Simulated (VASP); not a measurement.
# H4C2O in VASP: further runs, part 2 of 2

VASP 6.6.1. The steps go on from the part before.

### 4 Single point, PBE+D3(BJ)

Contents of INCAR:

```
SYSTEM = H4C2O
PREC     = Accurate       ! precision mode
ENCUT    = 520            ! plane-wave cutoff, eV
EDIFF    = 1E-6           ! SCF threshold, eV
ISMEAR   = -1             ! smearing method
SIGMA    = 0.02           ! smearing width, eV
LREAL    = Auto         
LASPH    = .True.         ! aspherical terms in the spheres
NELM     = 80             ! most SCF steps
ALGO     = Normal         ! electronic algorithm
ISIF     = 2              ! what is computed and relaxed
LWAVE    = .False.        ! write WAVECAR
LCHARG   = .False.        ! write CHGCAR
GGA      = PE             ! functional
IVDW     = 12             ! dispersion correction
NBANDS   = 56             ! bands
```

Contents of KPOINTS:

```
regular mesh
0
Gamma
  1 1 1
  0 0 0
```

Contents of POSCAR:

```
H4C2O
1.0
    8.5689890000      0.0000000000      0.0000000000
    0.0000000000      8.5689890000      0.0000000000
    0.0000000000      0.0000000000      8.5689890000
O C H
4 8 16
Direct
    0.6208433690      0.0901973383     -0.0628545561
    0.5548612561      0.8267953197      0.3264912582
    0.1980980487      0.9002578951      0.6163037437
    0.0137005661      0.4923801396      0.6955546331
    0.7378700101      0.0416151777     -0.1026492157
    0.5820523285      0.9499370346      0.3491893851
    0.2171434693      0.8293393771      0.5046219572
   -0.0488739103      0.5766491240      0.6199797899
    0.4285919844      0.4527371899      0.5780495225
    0.0810714076      0.5419075693      0.0747462740
    0.6343338753      0.4518619408      0.1861013009
    0.1279614200      0.1750498221      0.3303190143
    0.3017275434      0.4252777078      0.5796949909
    0.4552579073      0.4638236786      0.7012145774
    0.4548961377      0.5589340820      0.5221969593
    0.4903378917      0.3565181377      0.5249394065
    0.0551640339      0.4969431050      0.1881785588
    0.0061967637      0.6419076976      0.0319991075
    0.0546155445      0.4545693780     -0.0160462337
    0.2069905796      0.5626568082      0.0587934002
    0.6585140908      0.3383012862      0.2278215085
    0.6117291083      0.5350806262      0.2746648409
    0.5421526390      0.4592723832      0.0969892714
    0.7446035933      0.4945974373      0.1312873666
    0.1161980719      0.2493643066      0.4369126860
    0.1267827512      0.0508344683      0.3541608001
    0.2400049761      0.2069438997      0.2726109229
    0.0274478121      0.2092778973      0.2575799782
```

Potentials or basis: VASP PAW PBE potentials, release 64 (O, C, H).

Run with:

```
> cat potpaw_PBE.64/O/POTCAR potpaw_PBE.64/C/POTCAR potpaw_PBE.64/H/POTCAR > POTCAR
> mpirun -np 1 vasp_gam > vasp.out
```

OUTCAR:

```text
SYSTEM = H4C2O
   PREC = Accurate
   ENCUT = 520
   EDIFF = 1E-6
   ISMEAR = -1
   LREAL = Auto
   LASPH = .True.
   NELM = 80
   ISIF = 2
   GGA = PE
   IVDW = 12
 IVDW          = 12

 ion  position               nearest neighbor table
   1  0.621  0.090  0.937-   5 1.14
   2  0.555  0.827  0.326-   6 1.10
   3  0.198  0.900  0.616-   7 1.15
   4  0.014  0.492  0.696-   8 1.11
   5  0.738  0.042  0.897-   1 1.14
   6  0.582  0.950  0.349-   2 1.10
   7  0.217  0.829  0.505-   3 1.15
   8  0.951  0.577  0.620-   4 1.11
   9  0.429  0.453  0.578-  15 1.05  16 1.08  14 1.08  13 1.11
  10  0.081  0.542  0.075-  17 1.07  20 1.10  19 1.10  18 1.13
  11  0.634  0.452  0.186-  21 1.06  22 1.06  23 1.10  24 1.12
  12  0.128  0.175  0.330-  26 1.08  28 1.10  27 1.11  25 1.12
  13  0.302  0.425  0.580-   9 1.11
  14  0.455  0.464  0.701-   9 1.08
  15  0.455  0.559  0.522-   9 1.05
  16  0.490  0.357  0.525-   9 1.08
  17  0.055  0.497  0.188-  10 1.07
  18  0.006  0.642  0.032-  10 1.13
[... 8 lines left out ...]
  27  0.240  0.207  0.273-  12 1.11
  28  0.027  0.209  0.258-  12 1.10

  LATTYP: Found a simple cubic cell.
 ALAT       =     8.5689890000

  Lattice vectors:

 A1 = (   8.5689890000,   0.0000000000,   0.0000000000)
 A2 = (   0.0000000000,   8.5689890000,   0.0000000000)
 A3 = (   0.0000000000,   0.0000000000,   8.5689890000)

Analysis of symmetry for initial positions (statically):
=====================================================================
 Subroutine PRICEL returns:
 Original cell was already a primitive cell.

 Routine SETGRP: Setting up the symmetry group for a
 simple cubic supercell.

 Subroutine GETGRP returns: Found  1 space group operations
 (whereof  1 operations were pure point group operations)
 out of a pool of 48 trial point group operations.

The static configuration has the point symmetry C_1 .

Analysis of symmetry for dynamics (positions and initial velocities):
=====================================================================
 Subroutine PRICEL returns:
 Original cell was already a primitive cell.

 Routine SETGRP: Setting up the symmetry group for a
 simple cubic supercell.

 Subroutine GETGRP returns: Found  1 space group operations
 (whereof  1 operations were pure point group operations)
 out of a pool of 48 trial point group operations.

The dynamic configuration has the point symmetry C_1 .

 Subroutine INISYM returns: Found  1 space group operations
 (whereof  1 operations are pure point group operations),
 and found     1 'primitive' translations

----------------------------------------------------------------------------------------

                                     Primitive cell

  volume of cell :     629.2001

  direct lattice vectors                    reciprocal lattice vectors
     8.568989000  0.000000000  0.000000000     0.116699881  0.000000000  0.000000000
     0.000000000  8.568989000  0.000000000     0.000000000  0.116699881  0.000000000
     0.000000000  0.000000000  8.568989000     0.000000000  0.000000000  0.116699881

  length of vectors
     8.568989000  8.568989000  8.568989000     0.116699881  0.116699881  0.116699881

  position of ions in fractional coordinates (direct lattice)
     0.620843369  0.090197338  0.937145444
     0.554861256  0.826795320  0.326491258
     0.198098049  0.900257895  0.616303744
     0.013700566  0.492380140  0.695554633
     0.737870010  0.041615178  0.897350784
     0.582052328  0.949937035  0.349189385
[... 20 lines left out ...]
     0.240004976  0.206943900  0.272610923
     0.027447812  0.209277897  0.257579978

  ion indices of the primitive-cell ions
   primitive index   ion index
                 1           1
                 2           2
                 3           3
                 4           4
                 5           5
                 6           6
[... 20 lines left out ...]
                27          27
                28          28

----------------------------------------------------------------------------------------

 KPOINTS: regular mesh

Automatic generation of k-mesh.
 Grid dimensions read from file:
 generate k-points for:    1    1    1

 Generating k-lattice:

  Cartesian coordinates                     Fractional coordinates (reciprocal lattice)
     0.116699881  0.000000000  0.000000000     1.000000000  0.000000000  0.000000000
     0.000000000  0.116699881  0.000000000     0.000000000  1.000000000  0.000000000
     0.000000000  0.000000000  0.116699881     0.000000000  0.000000000  1.000000000

  Length of vectors
     0.116699881  0.116699881  0.116699881

  Shift w.r.t. Gamma in fractional coordinates (k-lattice)
     0.000000000  0.000000000  0.000000000

 Subroutine IBZKPT returns following result:
 ===========================================

 Found      1 irreducible k-points:

 Following reciprocal coordinates:
            Coordinates               Weight
  0.000000  0.000000  0.000000      1.000000
   k-points           NKPTS =      1   k-points in BZ     NKDIM =      1   number of bands    NBANDS=     56
   number of dos      NEDOS =    301   number of ions     NIONS =     28
   total plane-waves  NPLWV = 262144
   dimension x,y,z NGX =    64 NGY =   64 NGZ =   64
   dimension x,y,z NGXF=   128 NGYF=  128 NGZF=  128
   ions per type =               4   8  16
   NGX,Y,Z   is equivalent  to a cutoff of  12.42, 12.42, 12.42 a.u.
   NGXF,Y,Z  is equivalent  to a cutoff of  24.83, 24.83, 24.83 a.u.
 SYSTEM =  H4C2O
   PREC   = accura    normal or accurate (medium, high low for compatibility)
   ISTART =      0    job   : 0-new  1-cont  2-samecut
   ICHARG =      2    charge: 1-file 2-atom 10-const
   ISPIN  =      1    spin polarized calculation?
   LNONCOLLINEAR =      F non collinear calculations
   LSORBIT =      F    spin-orbit coupling
   LASPH  =      T    aspherical Exc in radial PAW
   ENCUT  =  520.0 eV  38.22 Ry    6.18 a.u.  15.93 15.93 15.93*2*pi/ulx,y,z
   NELM   =     80;   NELMIN=  2; NELMDL= -5     # of ELM steps
   EDIFF  = 0.1E-05   stopping-criterion for ELM
   LREAL  =      T    real-space projection
   EDIFFG = 0.1E-04   stopping-criterion for IOM
   NSW    =      0    number of steps for IOM
   IBRION =     -1    ionic relax: 0-MD 1-quasi-New 2-CG
   NFREE  =      0    steps in history (QN), initial steepest desc. (CG)
   ISIF   =      2    stress and relaxation
   ISYM   =      2    0-nonsym 1-usesym 2-fastsym
   POTIM  = 0.5000    time-step for ionic-motion
   TEBEG  =    0.0;   TEEND  =   0.0 temperature during run
   PSTRESS=    0.0 pullay stress
   NELECT =      72.0000    total number of electrons
   NUPDOWN=      -1.0000    fix difference up-down
   EMIN   =  10.00;   EMAX   =-10.00  energy-range for DOS
   EFERMI =   0.00;   METHOD = LEGACY
   ISMEAR =    -1;   SIGMA  =   0.02  broadening in eV -4-tet -1-fermi 0-gaus
   EFERMI_NEDOS =   21; number of points for ismear=-14 and -15
   IALGO  =     38    algorithm
   IMIX   =      4    mixing-type and parameters
     AMIX     =   0.40;   BMIX     =  1.00
     AMIX_MAG =   1.60;   BMIX_MAG =  1.00
  volume/ion in A,a.u.               =      22.47       151.64
  Fermi-wavevector in a.u.,A,eV,Ry     =   0.794797  1.501948  8.594826  0.631702
  Thomas-Fermi vector in A             =   1.900999
   LORBIT       =      0    0 simple, 1 ext, 2 COOP (PROOUT), +10 PAW based schemes
   GGA     = PE    functional components
   LHFCALC =     F    Hartree Fock is set to
   AEXX    =    0.0000 exact exchange contribution
   IVDW    =    12    specifies the selected vdW correction
   LEPSILON=     F    determine dielectric tensor
   LRPA    =     F    only Hartree local field effects (RPA)
 non-spin polarized calculation
  energy-cutoff  :      520.00
  volume of cell :      629.20
 maximum number of plane-waves:      8440
 NGX is ok and might be reduce to    64
   NGX = 31   NGY = 31   NGZ = 31

 number of electron      71.9999987 magnetization

 Free energy of the ion-electron system (eV)
  ---------------------------------------------------
  ext. energy  EPLUGINS =         0.00000000
  ---------------------------------------------------
  free energy    TOTEN  =      -154.74387974 eV

  energy without entropy =     -154.74387974  energy(sigma->0) =     -154.74387974

 E-fermi :  -6.3431     XC(G=0):  -4.7280

 val. band max:       -6.8949025776   @ k =   0.0000   0.0000   0.0000
 cond. band min:      -0.6014618875   @ k =   0.0000   0.0000   0.0000
 fundamental gap:      6.2934406901
 Fermi energy:        -6.3431325913

 k-point     1 :       0.0000    0.0000    0.0000
  band No.  band energies     occupation
      1     -28.2024      2.00000
      2     -28.0599      2.00000
      3     -27.5411      2.00000
      4     -27.4043      2.00000
      5     -15.3501      2.00000
      6     -15.2291      2.00000
[... 40 lines left out ...]
     47       2.4337      0.00000
     48       2.5022      0.00000
 [bands above 48 left out]

------------------------ aborting loop because EDIFF is reached ----------------------------------------

 Edisp (eV)   -0.66335

 E8    (eV) :    -0.1474

  FORCE on cell =-STRESS in cart. coord.  units (eV):
  Direction    XX          YY          ZZ          XY          YZ          ZX
  --------------------------------------------------------------------------------------
  -------------------------------------------------------------------------------------
  Total      -0.46580    10.35264     3.36062    -0.02033    -1.42072     1.28862
  in kB      -1.18611    26.36167     8.55740    -0.05177    -3.61768     3.28130
  external pressure =       11.24 kB  Pullay stress =        0.00 kB

 VOLUME and BASIS-vectors are now :
 -----------------------------------------------------------------------------
  energy-cutoff  :      520.00
  volume of cell :      629.20
      direct lattice vectors                 reciprocal lattice vectors
     8.568989000  0.000000000  0.000000000     0.116699881  0.000000000  0.000000000
     0.000000000  8.568989000  0.000000000     0.000000000  0.116699881  0.000000000
     0.000000000  0.000000000  8.568989000     0.000000000  0.000000000  0.116699881

 POSITION                                       TOTAL-FORCE (eV/Angst)
 -----------------------------------------------------------------------------------
      5.32000      0.77290      8.03039        -0.528667      0.221967      0.182951
      4.75460      7.08480      2.79770        -1.254546     -5.763556     -1.072777
      1.69750      7.71430      5.28110         0.074415     -0.179060     -0.095745
      0.11740      4.21920      5.96020         2.133106     -2.938261      2.547541
      6.32280      0.35660      7.68939         0.531203     -0.219395     -0.174221
      4.98760      8.14000      2.99220         1.302591      5.835997      1.060334
[... 20 lines left out ...]
      2.05660      1.77330      2.33600        -0.531578     -0.114819      0.111840
      0.23520      1.79330      2.20720         0.264585     -0.259502     -0.178041
 -----------------------------------------------------------------------------------
    total drift:                                0.006774     -0.026202      0.007947

  FREE ENERGIE OF THE ION-ELECTRON SYSTEM (eV)
  ---------------------------------------------------
  free  energy   TOTEN  =      -155.4072255961 eV

  energy  without entropy=     -155.4072255961  energy(sigma->0) =     -155.40722560
```

Wall time 36 s (1 thread of Intel Xeon 6975P-C (Granite Rapids), shared host); peak memory 0.52 GiB.

Results:

- Free energy: -155.4072 eV
- Pressure: 1.1 GPa
- Largest force: 6.073 eV/Å
- Band gap on the k mesh: 6.29 eV
- Dispersion energy per atom: -0.024 eV

Forces in eV/Å, atoms in the order of the input:
```
O   -0.529  0.222  0.183
O   -1.255 -5.764 -1.073
O    0.074 -0.179 -0.096
O    2.133 -2.938  2.548
C    0.531 -0.219 -0.174
C    1.303  5.836  1.060
C   -0.053  0.078  0.259
C   -2.226  2.914 -2.643
C   -1.326 -1.130  1.022
C   -0.171  0.410 -2.262
C    0.969  1.225 -1.888
C    0.133  1.330  0.016
H    0.426  0.261 -0.456
H    0.505 -0.061  0.426
H    0.113  1.253 -0.832
H    0.314 -0.340 -0.126
H   -0.305 -0.030  0.742
H    0.768 -0.383  0.925
H   -0.016 -0.348  0.396
H   -0.236  0.386  0.277
H   -0.154 -1.249  0.528
H   -0.434  0.512  1.123
H    0.048 -0.330  0.186
H   -0.422 -0.233  0.017
H    0.215 -0.694 -0.247
H   -0.138 -0.154  0.155
H   -0.532 -0.115  0.112
H    0.265 -0.260 -0.178
```

Levels at points of the mesh, in eV from the valence-band top:
```tsv
k point	band 33	band 34	band 35	band 36	band 37	band 38	band 39	band 40
(0.00, 0.00, 0.00)	-0.21	-0.12	-0.06	0.00	6.29	6.48	6.54	6.56
```

Caveat: the k points lie up to 0.73 Å⁻¹ apart.

### 5 Single point, PBE+D3(BJ)

Contents of INCAR:

```
PREC = Accurate ; ENCUT = 520
EDIFF = 1E-7 ; ISMEAR = -1
SIGMA = 0.02 ; LREAL = Auto
LASPH = True ; NELM = 60
ALGO = Normal ; ISIF = 2
LWAVE = False ; LCHARG = False
GGA = PE ; IVDW = 12
NBANDS = 56
```

Contents of KPOINTS:

```
regular mesh
0
Gamma
  1 1 1
```

Contents of POSCAR:

```
H4C2O
1.0
    8.5689890000      0.0000000000      0.0000000000
    0.0000000000      8.5689890000      0.0000000000
    0.0000000000      0.0000000000      8.5689890000
O C H
4 8 16
Direct
    0.6210767688      0.0927647357     -0.0610106980
    0.5535775574      0.8240528725      0.3515817327
    0.1857745412      0.9189065361      0.6362477534
   -0.0096860902      0.5089048428      0.6770810419
    0.7287324094      0.0339013155     -0.1180302600
    0.5981335721      0.9448489198      0.3345318800
    0.2081809184      0.8142500825      0.5551179958
   -0.0290466005      0.6135612964      0.6025331576
    0.4335167194      0.4377879351      0.5845730459
    0.1312756966      0.5878873225      0.0454195938
    0.6657378134      0.4592607133      0.2065354501
    0.1470535205      0.1775588695      0.3200027448
    0.3634734506      0.4998606020      0.4928352691
    0.3520485322      0.3810951327      0.6659595432
    0.4951342568      0.5341120172      0.6540094753
    0.5004090914      0.3442179702      0.5216484698
    0.0393161900      0.6086949114      0.1316841462
    0.1472985903      0.6804303285     -0.0378224316
    0.0952271032      0.4675464048     -0.0091259307
    0.2393864667      0.5589457519      0.1112149870
    0.7569387707      0.3658657982      0.1974678693
    0.6289306708      0.4691568632      0.3228385519
    0.5638821569      0.4181123351      0.1335280043
    0.7198865584      0.5723779083      0.1753649118
    0.0970592914      0.2339482522      0.4214849616
    0.2107716558      0.0722372266      0.3497145346
    0.2293619469      0.2666708990      0.2696000660
    0.0564010527      0.1495859080      0.2375542786
```

Run with:

```
> cat potpaw_PBE.64/O/POTCAR potpaw_PBE.64/C/POTCAR potpaw_PBE.64/H/POTCAR > POTCAR
> mpirun -np 1 vasp_gam > vasp.out
```

Run time: 40 s. Hardware: 1 thread of Intel Xeon 6975P-C (Granite Rapids), shared host; peak memory 0.51 GiB.

It converged, with:

| Item | Value |
| --- | --- |
| Free energy | -155.3900 eV |
| Pressure | -0.1 GPa |
| Largest force | 3.858 eV/Å |
| Band gap on the k mesh | 5.75 eV |
| Dispersion energy per atom | -0.023 eV |

Forces in eV/Å, atoms in the order of the input:
```
O    1.383 -0.753 -0.741
O   -1.314 -3.557  0.508
O    0.143 -0.546 -0.375
O    0.580 -3.087  2.136
C   -1.390  0.758  0.739
C    1.318  3.591 -0.497
C    0.049  0.680  0.417
C   -0.819  2.899 -2.167
C   -0.394  0.800 -0.229
C   -0.228 -3.063  0.496
C    0.603 -0.919 -1.768
C    0.973  1.081 -0.353
H    0.279 -0.359  0.546
H   -0.016 -0.005 -0.101
H   -0.025 -1.339 -0.909
H    0.120  0.863  0.750
H   -0.019  0.445 -0.041
H   -0.007  0.321 -0.390
H    0.520  1.868  0.280
H   -0.230  0.441 -0.296
H   -0.421  0.525  0.133
H   -0.513 -0.011  1.640
H    0.802  0.751  0.326
H   -0.417 -0.353 -0.390
H   -0.242 -0.106  0.495
H    0.164 -0.152  0.174
H   -0.463 -0.711  0.082
H   -0.432 -0.061 -0.465
```

Stress tensor (GPa, compression positive):
```
-0.65  0.17 -0.12
 0.17 -0.04 -1.31
-0.12 -1.31  0.27
```

Levels at points of the mesh, in eV from the valence-band top:
```csv
k point,band 32,band 33,band 34,band 35,band 36,band 37,band 38,band 39,band 40,band 41
"(0.00, 0.00, 0.00)",-0.60,-0.59,-0.43,-0.39,0.00,5.75,6.00,6.04,6.15,6.48
```

Caveat: the k points lie up to 0.73 Å⁻¹ apart.
